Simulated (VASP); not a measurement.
# MnO2 (P-3m1) in VASP: a series of runs

Aim: see how the results for MnO2 move with the level of theory and the settings. Levels: PBEsol, PBE+D4. Tasks: single point.

All numbers are computed with VASP 6.6.1; they aren't measurements. Logs are shortened: lines on timing, memory, paths and dates and some standing lists are left out, and cuts for length are marked.

### 1 The cell of the first run

It takes space group P-3m1 (No. 164, trigonal). Conventional cell: a = 2.857 Å, b = 2.857 Å, c = 4.601 Å, α = 90.00°, β = 90.00°, γ = 120.00°. Mn (site symmetry -3m) has 6 O at 1.90 Å within 2.5 Å. Within 2.5 Å of O (site symmetry 3m) lie 3 Mn at 1.90 Å.

### 2 Single point, PBEsol, collinear spin, ferromagnetic start

INCAR reads:

```
SYSTEM = MnO2
  PREC = Accurate
  ENCUT = 520
  EDIFF = 1E-6
  ISMEAR = -1
  SIGMA = 0.05
  LREAL = .False.
  LASPH = .True.
  NELM = 150
  ALGO = Normal
  ISIF = 2
  LWAVE = .False.
  LCHARG = .False.
  ISPIN = 2
  MAGMOM = 4 0 0
  LORBIT = 11
  LMAXMIX = 4
  GGA = PS
  NBANDS = 24
```

KPOINTS reads:

```
Automatic mesh
0
Gamma
  11 11 6
  0 0 0
```

POSCAR reads:

```
MnO2
1.0
    2.8565781804      0.0000000000      0.0000000000
   -1.4282890902      2.4738692722      0.0000000000
    0.0000000000      0.0000000000      4.6013740589
Mn O
1 2
Direct
    0.0000000000      0.0000000000      0.5000000000
    0.3333333333      0.6666666667      0.7062925700
    0.6666666667      0.3333333333      0.2937074300
```

Potentials or basis: VASP PAW PBE potentials, release 64 (Mn_pv, O).

The run is started by

```bash
> cat potpaw_PBE.64/Mn_pv/POTCAR potpaw_PBE.64/O/POTCAR > POTCAR
> mpirun -np 1 vasp_std > vasp.out
```

OUTCAR:

```text
SYSTEM = MnO2
   PREC = Accurate
   ENCUT = 520
   EDIFF = 1E-6
   ISMEAR = -1
   LREAL = .False.
   LASPH = .True.
   NELM = 150
   ISIF = 2
   ISPIN = 2
   LORBIT = 11
   GGA = PS

 ion  position               nearest neighbor table
   1  0.000  0.000  0.500-   2 1.90   3 1.90   3 1.90   2 1.90   3 1.90   2 1.90
   2  0.333  0.667  0.706-   1 1.90   1 1.90   1 1.90
   3  0.667  0.333  0.294-   1 1.90   1 1.90   1 1.90

  LATTYP: Found a hexagonal cell.
 ALAT       =     2.8565781804
 C/A-ratio  =     1.6107992739

  Lattice vectors:

 A1 = (   2.8565781804,   0.0000000000,   0.0000000000)
 A2 = (  -1.4282890902,   2.4738692722,   0.0000000000)
 A3 = (   0.0000000000,   0.0000000000,   4.6013740589)

Analysis of symmetry for initial positions (statically):
=====================================================================
 Subroutine PRICEL returns:
 Original cell was already a primitive cell.

 Routine SETGRP: Setting up the symmetry group for a
 hexagonal supercell.

 Subroutine GETGRP returns: Found 12 space group operations
 (whereof 12 operations were pure point group operations)
 out of a pool of 24 trial point group operations.

The static configuration has the point symmetry D_3d.

Analysis of symmetry for dynamics (positions and initial velocities):
=====================================================================
 Subroutine PRICEL returns:
 Original cell was already a primitive cell.

 Routine SETGRP: Setting up the symmetry group for a
 hexagonal supercell.

 Subroutine GETGRP returns: Found 12 space group operations
 (whereof 12 operations were pure point group operations)
 out of a pool of 24 trial point group operations.

The dynamic configuration has the point symmetry D_3d.

Analysis of structural, dynamic, and magnetic symmetry:
=====================================================================
 Subroutine PRICEL returns:
 Original cell was already a primitive cell.

 Routine SETGRP: Setting up the symmetry group for a
 hexagonal supercell.

 Subroutine GETGRP returns: Found 12 space group operations
 (whereof 12 operations were pure point group operations)
 out of a pool of 24 trial point group operations.

The overall configuration has the point symmetry D_3d.

 Subroutine INISYM returns: Found 12 space group operations
 (whereof 12 operations are pure point group operations),
 and found     1 'primitive' translations

----------------------------------------------------------------------------------------

                                     Primitive cell

  volume of cell :      32.5170

  direct lattice vectors                    reciprocal lattice vectors
     2.856578180  0.000000000  0.000000000     0.350069187  0.202112539  0.000000000
    -1.428289090  2.473869272  0.000000000     0.000000000  0.404225078  0.000000000
     0.000000000  0.000000000  4.601374059     0.000000000  0.000000000  0.217326387

  length of vectors
     2.856578180  2.856578180  4.601374059     0.404225078  0.404225078  0.217326387

  position of ions in fractional coordinates (direct lattice)
     0.000000000  0.000000000  0.500000000
     0.333333333  0.666666667  0.706292570
     0.666666667  0.333333333  0.293707430

  ion indices of the primitive-cell ions
   primitive index   ion index
                 1           1
                 2           2
                 3           3

----------------------------------------------------------------------------------------

 KPOINTS: Automatic mesh

Automatic generation of k-mesh.
 Grid dimensions read from file:
 generate k-points for:   11   11    6

 Generating k-lattice:

  Cartesian coordinates                     Fractional coordinates (reciprocal lattice)
     0.031824472  0.018373867  0.000000000     0.090909091  0.000000000  0.000000000
     0.000000000  0.036747734  0.000000000     0.000000000  0.090909091  0.000000000
     0.000000000  0.000000000  0.036221065     0.000000000  0.000000000  0.166666667

  Length of vectors
     0.036747734  0.036747734  0.036221065

  Shift w.r.t. Gamma in fractional coordinates (k-lattice)
     0.000000000  0.000000000  0.000000000

 Subroutine IBZKPT returns following result:
 ===========================================

 Found     84 irreducible k-points:

 Following reciprocal coordinates:
            Coordinates               Weight
  0.000000  0.000000  0.000000      1.000000
  0.090909  0.000000  0.000000      6.000000
  0.181818  0.000000  0.000000      6.000000
  0.272727  0.000000  0.000000      6.000000
  0.363636  0.000000  0.000000      6.000000
  0.454545  0.000000  0.000000      6.000000
[... 16 lines left out ...]
  0.000000  0.272727  0.166667      6.000000
  0.363636  0.000000  0.166667      6.000000
 [... further k-points ...]
   k-points           NKPTS =     84   k-points in BZ     NKDIM =     84   number of bands    NBANDS=     24
   number of dos      NEDOS =    301   number of ions     NIONS =      3
   total plane-waves  NPLWV =  20736
   dimension x,y,z NGX =    24 NGY =   24 NGZ =   36
   dimension x,y,z NGXF=    48 NGYF=   48 NGZF=   72
   ions per type =               1   2
   NGX,Y,Z   is equivalent  to a cutoff of  13.97, 13.97, 13.01 a.u.
   NGXF,Y,Z  is equivalent  to a cutoff of  27.93, 27.93, 26.01 a.u.
 SYSTEM =  MnO2
   PREC   = accura    normal or accurate (medium, high low for compatibility)
   ISTART =      0    job   : 0-new  1-cont  2-samecut
   ICHARG =      2    charge: 1-file 2-atom 10-const
   ISPIN  =      2    spin polarized calculation?
   LNONCOLLINEAR =      F non collinear calculations
   LSORBIT =      F    spin-orbit coupling
   LASPH  =      T    aspherical Exc in radial PAW
   ENCUT  =  520.0 eV  38.22 Ry    6.18 a.u.   5.31  5.31  8.56*2*pi/ulx,y,z
   NELM   =    150;   NELMIN=  2; NELMDL= -5     # of ELM steps
   EDIFF  = 0.1E-05   stopping-criterion for ELM
   LREAL  =      F    real-space projection
[... 7 lines left out ...]
   TEBEG  =    0.0;   TEEND  =   0.0 temperature during run
   PSTRESS=    0.0 pullay stress
   NELECT =      25.0000    total number of electrons
   NUPDOWN=      -1.0000    fix difference up-down
   EMIN   =  10.00;   EMAX   =-10.00  energy-range for DOS
   EFERMI =   0.00;   METHOD = LEGACY
   ISMEAR =    -1;   SIGMA  =   0.05  broadening in eV -4-tet -1-fermi 0-gaus
   EFERMI_NEDOS =   21; number of points for ismear=-14 and -15
   IALGO  =     38    algorithm
   IMIX   =      4    mixing-type and parameters
     AMIX     =   0.40;   BMIX     =  1.00
     AMIX_MAG =   1.60;   BMIX_MAG =  1.00
  volume/ion in A,a.u.               =      10.84        73.15
  Fermi-wavevector in a.u.,A,eV,Ry     =   1.499747  2.834111 30.602787  2.249241
  Thomas-Fermi vector in A             =   2.611337
   LORBIT       =     11    0 simple, 1 ext, 2 COOP (PROOUT), +10 PAW based schemes
   GGA     = PS    functional components
   LHFCALC =     F    Hartree Fock is set to
   AEXX    =    0.0000 exact exchange contribution
   IVDW    =     0    specifies the selected vdW correction
   LEPSILON=     F    determine dielectric tensor
   LRPA    =     F    only Hartree local field effects (RPA)
 spin polarized calculation
  energy-cutoff  :      520.00
  volume of cell :       32.52
 maximum number of plane-waves:       890
 NGX is ok and might be reduce to    24
   NGX = 11   NGY = 11   NGZ = 17

 number of electron      24.9999997 magnetization       2.9998835

 Free energy of the ion-electron system (eV)
  ---------------------------------------------------
  ext. energy  EPLUGINS =         0.00000000
  ---------------------------------------------------
  free energy    TOTEN  =       -25.05226819 eV

  energy without entropy =      -25.05224860  energy(sigma->0) =      -25.05225839

 E-fermi :   3.5681     XC(G=0): -11.0564

 val. band max:        3.2042496517   @ k =   0.0909   0.0000   0.5000
 cond. band min:       3.9025272262   @ k =   0.0000   0.0000   0.5000
 fundamental gap:      0.6982775744
 Fermi energy:         3.5681184802

 spin component 1

 k-point     1 :       0.0000    0.0000    0.0000
  band No.  band energies     occupation
      1     -47.0015      1.00000
      2     -47.0015      1.00000
      3     -46.9884      1.00000
      4     -16.4495      1.00000
      5     -14.0747      1.00000
      6      -3.1931      1.00000
[... 16 lines left out ...]
     23      26.7996      0.00000
     24      26.9636      0.00000
[... 598 lines left out ...]
      2     -47.0324      1.00000
      3     -46.9658      1.00000
      4     -15.1328      1.00000
      5     -14.4848      1.00000
      6      -3.3518      1.00000
[... 16 lines left out ...]
     23      23.9361      0.00000
     24      26.2970      0.00000

 [... further k-points ...]

 spin component 2

 k-point     1 :       0.0000    0.0000    0.0000
  band No.  band energies     occupation
      1     -43.9679      1.00000
      2     -43.9679      1.00000
      3     -43.8045      1.00000
      4     -16.2785      1.00000
      5     -13.9503      1.00000
      6      -2.3564      1.00000
[... 16 lines left out ...]
     23      27.6658      0.00000
     24      27.7470      0.00000
[... 598 lines left out ...]
      2     -44.0036      1.00000
      3     -43.7759      1.00000
      4     -14.9748      1.00000
      5     -14.3361      1.00000
      6      -2.5977      1.00000
[... 16 lines left out ...]
     23      24.6546      0.00000
     24      26.4708      0.00000

 [... further k-points ...]

------------------------ aborting loop because EDIFF is reached ----------------------------------------

  FORCE on cell =-STRESS in cart. coord.  units (eV):
  Direction    XX          YY          ZZ          XY          YZ          ZX
  --------------------------------------------------------------------------------------
  -------------------------------------------------------------------------------------
  Total       -0.3762543     -0.3762543     -0.0259080      0.0000000      0.0000000      0.0000000
  in kB      -18.5388012    -18.5388012     -1.2765385      0.0000000      0.0000000      0.0000000
  external PRESSURE =     -12.7847136 kB  Pullay stress =       0.0000000 kB

 VOLUME and BASIS-vectors are now :
 -----------------------------------------------------------------------------
  energy-cutoff  :      520.00
  volume of cell :       32.52
      direct lattice vectors                 reciprocal lattice vectors
     2.856578180  0.000000000  0.000000000     0.350069187  0.202112539  0.000000000
    -1.428289090  2.473869272  0.000000000     0.000000000  0.404225078  0.000000000
     0.000000000  0.000000000  4.601374059     0.000000000  0.000000000  0.217326387

 POSITION                                       TOTAL-FORCE (eV/Angst)
 -----------------------------------------------------------------------------------
      0.00000      0.00000      2.30069        -0.000000      0.000000      0.000000
     -0.00000      1.64925      3.24992        -0.000000      0.000000     -0.081332
      1.42829      0.82462      1.35146         0.000000     -0.000000      0.081332
 -----------------------------------------------------------------------------------
    total drift:                               -0.000000      0.000000      0.000000

  FREE ENERGIE OF THE ION-ELECTRON SYSTEM (eV)
  ---------------------------------------------------
  free  energy   TOTEN  =       -25.0522681873 eV

  energy  without entropy=      -25.0522486014  energy(sigma->0) =      -25.05225839

 total charge

# of ion       s       p       d       tot
------------------------------------------
    1        0.361   6.476   4.936  11.772
    2        1.577   3.398   0.000   4.975
    3        1.577   3.398   0.000   4.975
--------------------------------------------------
tot          3.515  13.271   4.936  21.723

 magnetization (x)

# of ion       s       p       d       tot
------------------------------------------
    1        0.030   0.040   2.765   2.836
    2        0.004   0.038   0.000   0.041
    3        0.004   0.038   0.000   0.041
--------------------------------------------------
tot          0.038   0.115   2.765   2.919
```

Run time: 3.4 min. Hardware: 1 thread of AMD EPYC 7R43 (Zen 3), shared host; peak memory 0.19 GiB.

What came out:

* Free energy: -25.0523 eV
* Pressure: -1.3 GPa
* Largest force: 0.081 eV/Å
* Band gap on the k mesh: 0.70 eV, indirect (least direct gap 0.75 eV)
* Net moment: 3.00 μB per cell
* Site moments: Mn +2.84; O +0.04 μB
* Valence electrons inside the program's atomic spheres: Mn 11.77; O 4.97

Forces in eV/Å, atoms in the order of the input:
```
Mn   0.000  0.000  0.000
O    0.000  0.000 -0.081
O    0.000  0.000  0.081
```

Caveat: the PAW data sets were made with another functional, which shifts forces and pressure a little; a cell with one magnetic atom can't hold antiferromagnetic order, which such compounds often take. A k mesh can miss the band edges.

### 3 Single point, PBE+D4, collinear spin, ferromagnetic start

This run uses another cell than the first one, of 10.76 Å³/atom, 0.992 times its volume.

INCAR reads:

```
  PREC = Accurate
  ENCUT = 520
  EDIFF = 1E-7
  ISMEAR = -1
  SIGMA = 0.05
  LREAL = F
  LASPH = T
  NELM = 150
  ALGO = Normal
  ISIF = 2
  LWAVE = F
  LCHARG = T
  ISPIN = 2
  MAGMOM = 4 0 0
  LORBIT = 11
  LMAXMIX = 4
  GGA = PE
  IVDW = 13
  LELF = T
  LVHAR = T
  NBANDS = 24
```

KPOINTS reads:

```
Automatic mesh
0
Gamma
  11 11 6
```

POSCAR reads:

```
MnO2
1.0
    2.8656944416      0.0000000000      0.0000000000
   -1.4328472208      2.4817641859      0.0000000000
    0.0000000000      0.0000000000      4.5370931824
Mn O
1 2
Direct
    0.0000000000      0.0000000000      0.5000000000
    0.3333333333      0.6666666667      0.7103757659
    0.6666666667      0.3333333333      0.2896242341
```

Potentials or basis: VASP PAW PBE potentials, release 64 (Mn_pv, O).

The run is started by

```bash
> cat potpaw_PBE.64/Mn_pv/POTCAR potpaw_PBE.64/O/POTCAR > POTCAR
> mpirun -np 1 vasp_std > vasp.out
```

Run time: 52 s. Hardware: 1 thread of Intel Xeon 6975P-C (Granite Rapids), shared host; peak memory 0.23 GiB.

Results (log left out):

* Free energy: -24.3476 eV
* Pressure: 1.0 GPa
* Largest force: 0.090 eV/Å
* Band gap on the k mesh: 0.83 eV, indirect (least direct gap 0.90 eV)
* Net moment: 3.00 μB per cell
* Site moments: Mn +2.84; O +0.04 μB
* Valence electrons inside the program's atomic spheres: Mn 11.72; O 4.99
* Dispersion energy per atom: -0.180 eV

Forces in eV/Å, atoms in the order of the input:
```
Mn   0.000  0.000  0.000
O    0.000  0.000  0.090
O    0.000  0.000 -0.090
```

Stress tensor (GPa, compression positive):
```
1.25 0.00 0.00
0.00 1.25 0.00
0.00 0.00 0.59
```

Levels at points of the mesh, in eV from the valence-band top:
Spin up:
```tsv
k point	band 11	band 12	band 13	band 14	band 15	band 16	band 17	band 18
(0.00, 0.00, 0.00)	-1.37	-1.37	-1.05	-0.41	2.83	2.83	7.15	10.38
(0.00, 0.00, 0.50)	-2.41	-1.42	-1.42	-0.06	2.90	2.90	9.30	9.46
```
Spin down:
| k point | band 9 | band 10 | band 11 | band 12 | band 13 | band 14 |
| --- | --- | --- | --- | --- | --- | --- |
| (0.00, 0.00, 0.00) | -1.31 | -1.31 | -0.88 | 0.84 | 0.84 | 2.40 |
| (0.00, 0.00, 0.50) | -2.33 | -1.36 | -1.36 | 0.83 | 0.83 | 2.54 |

Caveat: a cell with one magnetic atom can't hold antiferromagnetic order, which such compounds often take. As with any semilocal functional, this PBE gap is likely too small.
